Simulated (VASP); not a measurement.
Wanted: the native input for a VASP 6.6.1 run.

```yaml
Task: single point
Functional: r2SCAN
Potentials_or_basis: VASP PAW PBE potentials, release 64 (C)
Cutoff: 520 eV
k_mesh: 12 × 12 × 12
Occupations: gaussian, width 0.05 eV
Spin: no spin polarisation
Dipole_correction: no
Further_INCAR_settings: ALGO = Normal; EDIFF = 1e-06; NBANDS = 11
```

C:

```
CELL_PARAMETERS angstrom
1.15562 0.66720 3.77959
-1.15562 0.66720 3.77959
0.00000 -1.33439 3.77959
ATOMIC_POSITIONS crystal
C 0.16400 0.16400 0.16400
C 0.83600 0.83600 0.83600
```

This cell differs from its parent crystal: ratio of the length along z to the lengths across it x 1.2, volume and fractional coordinates fixed.

The input as run:

POSCAR

```
C
1.0
    1.1556170365      0.6671958071      3.7795893467
   -1.1556170365      0.6671958071      3.7795893467
    0.0000000000     -1.3343916142      3.7795893467
C
2
Direct
    0.1640000000      0.1640000000      0.1640000000
    0.8360000000      0.8360000000      0.8360000000
```

INCAR.step1

```
SYSTEM = C
ALGO     = Normal         ! electronic algorithm
EDIFF    = 1E-4           ! SCF threshold, eV
ENCUT    = 520            ! plane-wave cutoff, eV
GGA      = PE             ! functional
ISMEAR   = 0              ! smearing method
LASPH    = .True.         ! aspherical terms in the spheres
LCHARG   = .False.        ! write CHGCAR
LREAL    = .False.        ! projectors in reciprocal space
LWAVE    = .True.         ! write WAVECAR
NBANDS   = 11             ! bands
NELM     = 80             ! most SCF steps
PREC     = Accurate       ! precision mode
SIGMA    = 0.05           ! smearing width, eV
```

INCAR.step2

```
SYSTEM = C
ALGO     = Normal         ! electronic algorithm
EDIFF    = 1E-6           ! SCF threshold, eV
ENCUT    = 520            ! plane-wave cutoff, eV
ISIF     = 2              ! what is computed and relaxed
ISMEAR   = 0              ! smearing method
ISTART   = 1            
LASPH    = .True.         ! aspherical terms in the spheres
LCHARG   = .False.        ! write CHGCAR
LMIXTAU  = .True.       
LREAL    = .False.        ! projectors in reciprocal space
LWAVE    = .False.        ! write WAVECAR
METAGGA  = R2SCAN         ! meta-GGA
NBANDS   = 11             ! bands
NELM     = 80             ! most SCF steps
PREC     = Accurate       ! precision mode
SIGMA    = 0.05           ! smearing width, eV
```

KPOINTS

```
k-points
0
Gamma
  12 12 12
  0 0 0
```

Potentials or basis: VASP PAW PBE potentials, release 64 (C).

Launch:

```console
$ cat potpaw_PBE.64/C/POTCAR > POTCAR
$ cp INCAR.step1 INCAR
$ mpirun -np 1 vasp_std > vasp.out
$ cp INCAR.step2 INCAR
$ mpirun -np 1 vasp_std > vasp.out
```

Results of the run:

```yaml
Pressure: 59.7 GPa
Largest_force: 0.952 eV/Å
Band_gap_on_the_k_mesh: 0.35 eV, direct
```

Caveat: the PAW data sets were made with another functional, which shifts forces and pressure a little.

Wall time 6.9 min on 1 thread of Intel(R) Xeon(R) Platinum 8175M CPU @ 2.50GHz (Skylake/Cascade Lake), with other jobs on the host, peak memory 0.17 GiB.
